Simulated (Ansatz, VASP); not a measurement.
Two plane-wave programs on Ge4As

Contents of INCAR:

```
PREC     = Accurate       # precision mode
ENCUT    = 520            # plane-wave cutoff, eV
EDIFF    = 1E-7           # SCF threshold, eV
ISMEAR   = 0              # smearing method
SIGMA    = 0.1            # smearing width, eV
LREAL    = False          # projectors in reciprocal space
LASPH    = True           # aspherical terms in the spheres
NELM     = 80             # most SCF steps
ALGO     = Normal         # electronic algorithm
ISIF     = 2              # what is computed and relaxed
LWAVE    = False          # write WAVECAR
LCHARG   = True           # write CHGCAR
GGA      = PE             # functional
LELF     = True           # ELF
LVHAR    = True         
NBANDS   = 38             # bands
```

KPOINTS

```
regular mesh
0
Gamma
  8 8 8
```

POSCAR

```
Ge4As
1.0
    4.9467632863      0.0000000000      0.0000000000
    0.0000000000      4.9467632863      0.0000000000
    0.0000000000      0.0000000000      4.9467632863
Ge As
4 1
Direct
    0.5000000000      0.5000000000      0.5000000000
    0.0000000000      0.5000000000      0.5000000000
    0.5000000000      0.0000000000      0.5000000000
    0.5000000000      0.5000000000      0.0000000000
    0.0000000000      0.0000000000      0.0000000000
```

Input for Ansatz:

```yaml
crystal:
  lattice:
    - [4.9467632863, 0.0, 0.0]
    - [0.0, 4.9467632863, 0.0]
    - [0.0, 0.0, 4.9467632863]
  atoms:
    - { symbol: Ge, position: [0.5, 0.5, 0.5] }
    - { symbol: Ge, position: [0.0, 0.5, 0.5] }
    - { symbol: Ge, position: [0.5, 0.0, 0.5] }
    - { symbol: Ge, position: [0.5, 0.5, 0.0] }
    - { symbol: As, position: [0.0, 0.0, 0.0] }
basis:
  ecutwfc: 420
kpoints:
  mp_grid: { grid: [8, 8, 8] }
  band_path:
    path:
      - [[0.0, 0.0, 0.0], [0.0, 0.5, 0.0], [0.5, 0.5, 0.0], [0.0, 0.0, 0.0], [0.5, 0.5, 0.5], [0.0, 0.5, 0.0]]
      - [[0.5, 0.5, 0.5], [0.5, 0.5, 0.0]]
    npoints: 14
hamiltonian:
  xc: pbe
scf:
  occupations: { method: gaussian, width: 0.1 }
  n_extra_bands: 12
output:
  forces: true
  stress: true
  eigenvalues: true
  populations: true
  dos: { projected: true, de: 0.02, nscf_kmesh: { grid: [10, 10, 10] } }
  bader: true
  write_density: true
  write_potential: true
  elf: true
  volumetric_format: npy
```

Alike in both runs: task single point; functional PBE; k mesh 8 × 8 × 8; occupations gaussian, width 0.1 eV; no spin polarisation.

```csv
,VASP,Ansatz
version,VASP 6.6.1,Ansatz 0.2.0
potentials or method,"VASP PAW PBE potentials, release 64 (Ge_d, As), cutoff 520 eV","scalar-relativistic, plane waves, PAW"
valence electrons in the cell,61,71
```

```tsv
	VASP	Ansatz	Ansatz less VASP
gap on the k mesh at the Fermi level (eV)	none	none	-
pressure (GPa)	0.0	0.0	+0.01
```

A gap of «none» marks a metal or a gap that the smearing closes. VASP's potentials hold 61 valence electrons a cell and Ansatz's 71, so a difference there can come from the potentials and not from the codes.
